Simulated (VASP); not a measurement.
Li3Lu: single point with PBE

Li3Lu:

```
CELL_PARAMETERS angstrom
2.49770 1.44205 3.02575
-2.49770 1.44205 3.02575
0.00000 -2.88409 3.02575
ATOMIC_POSITIONS crystal
Li 0.50000 0.50000 0.50000
Li 0.75403 0.75403 0.75403
Li 0.24597 0.24597 0.24597
Lu 0.00000 0.00000 0.00000
```

The cell was generated, and may not be a known phase.

```yaml
Program: VASP 6.6.1
Task: single point
Functional: PBE
Potentials_or_basis: VASP PAW PBE potentials, release 64 (Li_sv, Lu)
Cutoff: 520 eV
k_mesh: 6 × 6 × 6
Occupations: gaussian, width 0.1 eV
Spin: no spin polarisation
Dipole_correction: no
Further_INCAR_settings: ALGO = Normal; EDIFF = 1e-06; NBANDS = 25
```

```yaml
Largest_force: 1.407 eV/Å
Band_gap_on_the_k_mesh: zero (bands 17 and 18 overlap by 0.39 eV)
```

Forces on the atoms (eV/Å):
```
Li   0.000  0.000  0.000
Li   0.000  0.000 -1.407
Li   0.000  0.000  1.407
Lu   0.000  0.000  0.000
```

Levels at points of the mesh, in eV from the Fermi level:
| k point | band 13 | band 14 | band 15 | band 16 | band 17 | band 18 | band 19 | band 20 | band 21 | band 22 |
| --- | --- | --- | --- | --- | --- | --- | --- | --- | --- | --- |
| (0.00, 0.00, 0.00) | -5.20 | -5.20 | -4.69 | -0.51 | -0.51 | 1.08 | 2.66 | 2.66 | 3.87 | 3.87 |
| (0.50, 0.00, 0.00) | -5.20 | -5.20 | -3.25 | -1.76 | -0.41 | 1.01 | 2.23 | 2.34 | 3.60 | 3.93 |
| (0.50, 0.50, 0.00) | -5.20 | -5.20 | -2.44 | -0.57 | -0.35 | 0.09 | 1.90 | 2.29 | 2.60 | 2.75 |
| (0.50, 0.50, 0.50) | -5.20 | -5.19 | -1.87 | -0.65 | -0.65 | -0.17 | 2.08 | 2.54 | 2.54 | 3.72 |

It took 90 s on 1 thread of AMD EPYC 7R13, on a shared host, peak memory 0.18 GiB.

Caveat: spin-orbit coupling is left out, which moves the levels of the heavy elements; forces of over 1 eV/Å act on the atoms, so gaps and moduli don't describe the material at rest.
